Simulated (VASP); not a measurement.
# PtSe2 (P-3m1) in VASP: notebook

Aim: see how the results for PtSe2 move with the level of theory and the settings. Levels: PBE, LDA. Tasks: single point.

All numbers are computed with VASP 6.6.1; they aren't measurements. Logs are shortened: lines on timing, memory, paths and dates and some standing lists are left out, and cuts for length are marked.

**1. The cell of the first run**

It takes space group P-3m1 (No. 164, trigonal). Conventional cell: a = 3.751 Å, b = 3.751 Å, c = 6.320 Å, α = 90.00°, β = 90.00°, γ = 120.00°. Pt (site symmetry -3m) has 6 Se at 2.53 Å within 3.3 Å. Within 3.4 Å of Se (site symmetry 3m) lie 3 Pt at 2.53 Å and 3 Se at 3.39 Å.

**2. Single point, PBE (25.67 Å³/atom)**

The input, INCAR:

```
ALGO     = Normal         # electronic algorithm
EDIFF    = 1E-6           # SCF threshold, eV
ENCUT    = 520            # plane-wave cutoff, eV
GGA      = PE             # functional
ISIF     = 2              # what is computed and relaxed
ISMEAR   = 0              # smearing method
LASPH    = True           # aspherical terms in the spheres
LCHARG   = False          # write CHGCAR
LREAL    = False          # projectors in reciprocal space
LWAVE    = False          # write WAVECAR
NBANDS   = 18             # bands
NELM     = 60             # most SCF steps
PREC     = Accurate       # precision mode
SIGMA    = 0.02           # smearing width, eV
```

The input, KPOINTS:

```
k-points
0
Gamma
  12 12 4
```

The input, POSCAR:

```
PtSe2
1.0
    3.7512613014      0.0000000000      0.0000000000
   -1.8756306507      3.2486875832      0.0000000000
    0.0000000000      0.0000000000      6.3196242540
Pt Se
1 2
Direct
    0.0000000000      0.0000000000      0.0000000000
    0.3333333333      0.6666666667      0.2067626411
    0.6666666667      0.3333333333      0.7932373589
```

Potentials or basis: VASP PAW PBE potentials, release 64 (Pt, Se).

Launch:

```bash
cat potpaw_PBE.64/Pt/POTCAR potpaw_PBE.64/Se/POTCAR > POTCAR
mpirun -np 1 vasp_std > vasp.out
```

OUTCAR:

```text
EDIFF = 1E-6
   ENCUT = 520
   GGA = PE
   ISIF = 2
   ISMEAR = 0
   LASPH = True
   LREAL = False
   NELM = 60
   PREC = Accurate

 ion  position               nearest neighbor table
   1  0.000  0.000  0.000-   2 2.53   3 2.53   2 2.53   3 2.53   3 2.53   2 2.53
   2  0.333  0.667  0.207-   1 2.53   1 2.53   1 2.53
   3  0.667  0.333  0.793-   1 2.53   1 2.53   1 2.53

  LATTYP: Found a hexagonal cell.
 ALAT       =     3.7512613014
 C/A-ratio  =     1.6846665018

  Lattice vectors:

 A1 = (   3.7512613014,   0.0000000000,   0.0000000000)
 A2 = (  -1.8756306507,   3.2486875832,   0.0000000000)
 A3 = (   0.0000000000,   0.0000000000,   6.3196242540)

Analysis of symmetry for initial positions (statically):
=====================================================================
 Subroutine PRICEL returns:
 Original cell was already a primitive cell.

 Routine SETGRP: Setting up the symmetry group for a
 hexagonal supercell.

 Subroutine GETGRP returns: Found 12 space group operations
 (whereof 12 operations were pure point group operations)
 out of a pool of 24 trial point group operations.

The static configuration has the point symmetry D_3d.

Analysis of symmetry for dynamics (positions and initial velocities):
=====================================================================
 Subroutine PRICEL returns:
 Original cell was already a primitive cell.

 Routine SETGRP: Setting up the symmetry group for a
 hexagonal supercell.

 Subroutine GETGRP returns: Found 12 space group operations
 (whereof 12 operations were pure point group operations)
 out of a pool of 24 trial point group operations.

The dynamic configuration has the point symmetry D_3d.

 Subroutine INISYM returns: Found 12 space group operations
 (whereof 12 operations are pure point group operations),
 and found     1 'primitive' translations

----------------------------------------------------------------------------------------

                                     Primitive cell

  volume of cell :      77.0152

  direct lattice vectors                    reciprocal lattice vectors
     3.751261301  0.000000000  0.000000000     0.266577004  0.153908305  0.000000000
    -1.875630651  3.248687583  0.000000000     0.000000000  0.307816610  0.000000000
     0.000000000  0.000000000  6.319624254     0.000000000  0.000000000  0.158237256

  length of vectors
     3.751261301  3.751261301  6.319624254     0.307816610  0.307816610  0.158237256

  position of ions in fractional coordinates (direct lattice)
     0.000000000  0.000000000  0.000000000
     0.333333333  0.666666667  0.206762641
     0.666666667  0.333333333  0.793237359

  ion indices of the primitive-cell ions
   primitive index   ion index
                 1           1
                 2           2
                 3           3

----------------------------------------------------------------------------------------

 KPOINTS: k-points

Automatic generation of k-mesh.
 Grid dimensions read from file:
 generate k-points for:   12   12    4

 Generating k-lattice:

  Cartesian coordinates                     Fractional coordinates (reciprocal lattice)
     0.022214750  0.012825692  0.000000000     0.083333333  0.000000000  0.000000000
     0.000000000  0.025651384  0.000000000     0.000000000  0.083333333  0.000000000
     0.000000000  0.000000000  0.039559314     0.000000000  0.000000000  0.250000000

  Length of vectors
     0.025651384  0.025651384  0.039559314

  Shift w.r.t. Gamma in fractional coordinates (k-lattice)
     0.000000000  0.000000000  0.000000000

 Subroutine IBZKPT returns following result:
 ===========================================

 Found     69 irreducible k-points:

 Following reciprocal coordinates:
            Coordinates               Weight
  0.000000  0.000000  0.000000      1.000000
  0.083333  0.000000  0.000000      6.000000
  0.166667  0.000000  0.000000      6.000000
  0.250000  0.000000  0.000000      6.000000
  0.333333  0.000000  0.000000      6.000000
  0.416667 -0.000000  0.000000      6.000000
[... 16 lines left out ...]
  0.166667  0.000000  0.250000      6.000000
  0.000000  0.166667  0.250000      6.000000
 [... further k-points ...]
   k-points           NKPTS =     69   k-points in BZ     NKDIM =     69   number of bands    NBANDS=     18
   number of dos      NEDOS =    301   number of ions     NIONS =      3
   total plane-waves  NPLWV =  37632
   dimension x,y,z NGX =    28 NGY =   28 NGZ =   48
   dimension x,y,z NGXF=    56 NGYF=   56 NGZF=   96
   ions per type =               1   2
   NGX,Y,Z   is equivalent  to a cutoff of  12.41, 12.41, 12.63 a.u.
   NGXF,Y,Z  is equivalent  to a cutoff of  24.82, 24.82, 25.25 a.u.
 SYSTEM =  unknown system
   PREC   = accura    normal or accurate (medium, high low for compatibility)
   ISTART =      0    job   : 0-new  1-cont  2-samecut
   ICHARG =      2    charge: 1-file 2-atom 10-const
   ISPIN  =      1    spin polarized calculation?
   LNONCOLLINEAR =      F non collinear calculations
   LSORBIT =      F    spin-orbit coupling
   LASPH  =      T    aspherical Exc in radial PAW
   ENCUT  =  520.0 eV  38.22 Ry    6.18 a.u.   6.97  6.97 11.75*2*pi/ulx,y,z
   NELM   =     60;   NELMIN=  2; NELMDL= -5     # of ELM steps
   EDIFF  = 0.1E-05   stopping-criterion for ELM
   LREAL  =      F    real-space projection
   EDIFFG = 0.1E-04   stopping-criterion for IOM
   NSW    =      0    number of steps for IOM
   IBRION =     -1    ionic relax: 0-MD 1-quasi-New 2-CG
   NFREE  =      0    steps in history (QN), initial steepest desc. (CG)
   ISIF   =      2    stress and relaxation
   ISYM   =      2    0-nonsym 1-usesym 2-fastsym
   POTIM  = 0.5000    time-step for ionic-motion
   TEBEG  =    0.0;   TEEND  =   0.0 temperature during run
   PSTRESS=    0.0 pullay stress
   NELECT =      22.0000    total number of electrons
   NUPDOWN=      -1.0000    fix difference up-down
   EMIN   =  10.00;   EMAX   =-10.00  energy-range for DOS
   EFERMI =   0.00;   METHOD = LEGACY
   ISMEAR =     0;   SIGMA  =   0.02  broadening in eV -4-tet -1-fermi 0-gaus
   EFERMI_NEDOS =   21; number of points for ismear=-14 and -15
   IALGO  =     38    algorithm
   IMIX   =      4    mixing-type and parameters
     AMIX     =   0.40;   BMIX     =  1.00
     AMIX_MAG =   1.60;   BMIX_MAG =  1.00
  volume/ion in A,a.u.               =      25.67       173.24
  Fermi-wavevector in a.u.,A,eV,Ry     =   1.078177  2.037460 15.816316  1.162466
  Thomas-Fermi vector in A             =   2.214109
   LORBIT       =      0    0 simple, 1 ext, 2 COOP (PROOUT), +10 PAW based schemes
   GGA     = PE    functional components
   LHFCALC =     F    Hartree Fock is set to
   AEXX    =    0.0000 exact exchange contribution
   IVDW    =     0    specifies the selected vdW correction
   LEPSILON=     F    determine dielectric tensor
   LRPA    =     F    only Hartree local field effects (RPA)
 non-spin polarized calculation
 Gauss-broadening in eV      SIGMA  =   0.02
  energy-cutoff  :      520.00
  volume of cell :       77.02
 maximum number of plane-waves:      2094
   NGX = 13   NGY = 13   NGZ = 23

 number of electron      21.9999997 magnetization

 Free energy of the ion-electron system (eV)
  ---------------------------------------------------
  ext. energy  EPLUGINS =         0.00000000
  ---------------------------------------------------
  free energy    TOTEN  =       -14.30249327 eV

  energy without entropy =      -14.30249327  energy(sigma->0) =      -14.30249327

 E-fermi :   3.4788     XC(G=0):  -9.1732

 val. band max:        3.3889947857   @ k =   0.0833   0.0833   0.0000
 cond. band min:       4.1466793802   @ k =   0.0000   0.2500   0.2500
 fundamental gap:      0.7576845946
 Fermi energy:         3.4787591157

 k-point     1 :       0.0000    0.0000    0.0000
  band No.  band energies     occupation
      1     -10.9056      2.00000
      2      -9.0417      2.00000
      3      -2.1511      2.00000
      4      -1.9751      2.00000
      5      -1.9751      2.00000
      6       0.2626      2.00000
[... 10 lines left out ...]
     17      11.4176      0.00000
     18      12.7833      0.00000

 k-point     2 :       0.0833    0.0000    0.0000
  band No.  band energies     occupation
      1     -10.8334      2.00000
      2      -9.0507      2.00000
      3      -2.0758      2.00000
      4      -1.9696      2.00000
      5      -1.9302      2.00000
      6       0.1611      2.00000
[... 10 lines left out ...]
     17      11.6962      0.00000
     18      12.9388      0.00000

 k-point     3 :       0.1667    0.0000    0.0000
  band No.  band energies     occupation
      1     -10.6259      2.00000
      2      -9.0765      2.00000
      3      -1.9677      2.00000
      4      -1.8320      2.00000
      5      -1.8097      2.00000
      6      -0.2143      2.00000
[... 10 lines left out ...]
     17      12.3662      0.00000
     18      12.8404      0.00000

 k-point     4 :       0.2500    0.0000    0.0000
  band No.  band energies     occupation
      1     -10.3123      2.00000
      2      -9.1167      2.00000
      3      -1.9402      2.00000
      4      -1.6604      2.00000
      5      -1.5234      2.00000
      6      -0.8078      2.00000
[... 375 lines left out ...]
      4      -1.9302      2.00000
      5      -1.8454      2.00000
      6       0.1575      2.00000
[... 10 lines left out ...]
     17      11.7140      0.00000
     18      11.9480      0.00000

 k-point    23 :       0.1667    0.0000    0.2500
  band No.  band energies     occupation
      1     -10.5958      2.00000
      2      -9.1322      2.00000
      3      -1.9892      2.00000
      4      -1.8056      2.00000
      5      -1.6720      2.00000
      6      -0.2051      2.00000
[... 10 lines left out ...]
     17      12.2295      0.00000
     18      12.5022      0.00000

 k-point    24 :       0.0000    0.1667    0.2500
  band No.  band energies     occupation
      1     -10.5975      2.00000
      2      -9.1284      2.00000
      3      -2.0428      2.00000
      4      -1.8123      2.00000
      5      -1.6248      2.00000
      6      -0.2263      2.00000
[... 10 lines left out ...]
     17      11.8157      0.00000
     18      12.4807      0.00000

 [... further k-points ...]

------------------------ aborting loop because EDIFF is reached ----------------------------------------

  FORCE on cell =-STRESS in cart. coord.  units (eV):
  Direction    XX          YY          ZZ          XY          YZ          ZX
  --------------------------------------------------------------------------------------
  -------------------------------------------------------------------------------------
  Total        0.0271424      0.0271424      0.0194717      0.0000000      0.0000000      0.0000000
  in kB        0.5646544      0.5646544      0.4050772      0.0000000      0.0000000      0.0000000
  external PRESSURE =       0.5114620 kB  Pullay stress =       0.0000000 kB

 VOLUME and BASIS-vectors are now :
 -----------------------------------------------------------------------------
  energy-cutoff  :      520.00
  volume of cell :       77.02
      direct lattice vectors                 reciprocal lattice vectors
     3.751261301  0.000000000  0.000000000     0.266577004  0.153908305  0.000000000
    -1.875630651  3.248687583  0.000000000     0.000000000  0.307816610  0.000000000
     0.000000000  0.000000000  6.319624254     0.000000000  0.000000000  0.158237256

 POSITION                                       TOTAL-FORCE (eV/Angst)
 -----------------------------------------------------------------------------------
      0.00000      0.00000      0.00000         0.000000      0.000000      0.000000
     -0.00000      2.16579      1.30666        -0.000000      0.000000     -0.001694
      1.87563      1.08290      5.01296         0.000000     -0.000000      0.001694
 -----------------------------------------------------------------------------------
    total drift:                                0.000000      0.000000      0.000000

  FREE ENERGIE OF THE ION-ELECTRON SYSTEM (eV)
  ---------------------------------------------------
  free  energy   TOTEN  =       -14.3024932705 eV

  energy  without entropy=      -14.3024932705  energy(sigma->0) =      -14.30249327
```

Run time: 2.3 min. Hardware: 1 thread of AMD EPYC 7R13, shared host; peak memory 0.22 GiB.

What came out:

```
Free energy            : -14.3025 eV
Pressure               : 0.1 GPa
Band gap on the k mesh : 0.76 eV (least direct gap 0.93 eV)
```

Caveat: spin-orbit coupling is left out, which moves the levels of the heavy elements; this functional lacks dispersion, which binds layers or chains, so the pressure and a relaxed spacing across them are unreliable. A k mesh can miss the band edges.

(Part 1 of 3 ends here.)

The gap in the log of VASP goes by the Fermi energy; the results here count the filled bands.